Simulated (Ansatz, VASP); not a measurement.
**One calculation of SnSb2C3, two programs**

```
Sn Sb C
1.0
     5.97339    0.00000    0.00000
    -2.98669    5.17311    0.00000
     0.00000    0.00000    3.20276
Sn Sb C
1 2 3
Direct
  0.00000 0.00000 0.00000
  0.33333 0.66667 0.00000
  0.66667 0.33333 0.00000
  0.50000 0.00000 0.50000
  0.50000 0.50000 0.50000
  0.00000 0.50000 0.50000
```

Change from the starting cell: species swapped into the HoCo3B2 type (P6/mmm, No. 191).

Alike in both runs: functional PBE; k mesh 3 × 3 × 6; occupations gaussian, width 0.1 eV; no spin polarisation.

Ansatz relaxed the structure, and its values are those at the end. VASP's run is a single point on that final structure, the one shown.

```csv
,VASP,Ansatz
version,VASP 6.6.1,Ansatz 0.2.0
potentials or method,"VASP PAW PBE potentials, release 64 (Sn_d, Sb, C), cutoff 520 eV","scalar-relativistic, plane waves, PAW"
valence electrons in the cell,36,56
```

VASP gave:

* gap on the k mesh at the Fermi level (eV): none
* pressure (GPa): -0.2

**Question.** Estimate Ansatz's values.

**Answer.** gap on the k mesh at the Fermi level (eV): none; pressure (GPa): -0.1.

A gap of «none» marks a metal or a gap that the smearing closes. The functional is the same, so the differences come from potentials, cutoffs and numerics. VASP's potentials hold 36 valence electrons a cell and Ansatz's 56, so a difference there can come from the potentials and not from the codes.

The k mesh is coarse, so the values compare programs but aren't converged. Neither program's run includes spin-orbit coupling.
